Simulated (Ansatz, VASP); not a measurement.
## Two plane-wave programs on Sr

File INCAR:

```
PREC = Accurate
ENCUT = 520
EDIFF = 1E-6
ISMEAR = 0
SIGMA = 0.03
LREAL = False
LASPH = True
NELM = 100
ALGO = Normal
ISIF = 2
LWAVE = False
LCHARG = False
GGA = PS
NBANDS = 11
```

KPOINTS

```
regular mesh
0
Gamma
  10 10 10
```

Contents of POSCAR:

```
Sr
1.0
    0.0228176250      3.0423500000      3.0423500000
    3.0651676250      0.0000000000      3.0651676250
    3.0423500000      3.0423500000      0.0228176250
Sr
1
Direct
    0.0000000000      0.0000000000      0.0000000000
```

Input for Ansatz:

```yaml
crystal:
  lattice:
    - [0.022817625, 3.04235, 3.04235]
    - [3.065167625, 0.0, 3.065167625]
    - [3.04235, 3.04235, 0.022817625]
  atoms:
    - { symbol: Sr, position: [0.0, 0.0, 0.0] }
basis:
  ecutwfc: 420
kpoints:
  mp_grid: { grid: [10, 10, 10] }
hamiltonian:
  xc: pbesol
scf:
  occupations: { method: gaussian, width: 0.03 }
output:
  forces: true
  stress: true
  eigenvalues: true
```

Change from the starting cell: strain +0.0150 x Voigt [0, 0, 0, 0, 1, 0], atoms carried along.

Alike in both runs: task single point; functional PBEsol; k mesh 10 × 10 × 10; occupations gaussian, width 0.03 eV; no spin polarisation.

```csv
,VASP,Ansatz
version,VASP 6.6.1,Ansatz 0.2.0
potentials or method,"VASP PAW PBE potentials, release 64 (Sr_sv), cutoff 520 eV","scalar-relativistic, plane waves, PAW"
valence electrons in the cell,10,10
```

```csv
,VASP,Ansatz,Ansatz less VASP
gap on the k mesh at the Fermi level (eV),none,none,-
pressure (GPa),-0.9,-0.9,-0.01
"traceless stress, the component that is largest in VASP (GPa)",-0.06,-0.05,+0.004
```

VASP's potentials were made for PBE, not for PBEsol. A gap of «none» marks a metal or a gap that the smearing closes. The functional is the same, so the differences come from potentials, cutoffs and numerics.
